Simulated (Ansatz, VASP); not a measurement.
## Sb in VASP and in Ansatz

```
CELL_PARAMETERS angstrom
3.18093 0.00000 0.00000
0.00000 3.18093 0.00000
0.00000 0.00000 3.18093
ATOMIC_POSITIONS crystal
Sb 0.00000 0.00000 0.00000
```

Change from the starting cell: volume scaled by 1.02.

Alike in both runs: task single point; functional PBE; k mesh 12 × 12 × 12; occupations fermi-dirac, width 0.08 eV; no spin polarisation.

|  | VASP | Ansatz |
| --- | --- | --- |
| version | VASP 6.6.1 | Ansatz 0.2.0 |
| potentials or method | VASP PAW PBE potentials, release 64 (Sb), cutoff 500 eV | all-electron LAPW, scalar-relativistic |

Ansatz gave:

* pressure (GPa): -3.0

Estimate VASP's values.

pressure (GPa): -3.1.

Ansatz ran all-electron here, and VASP with PAW potentials.

Neither program's run includes spin-orbit coupling.
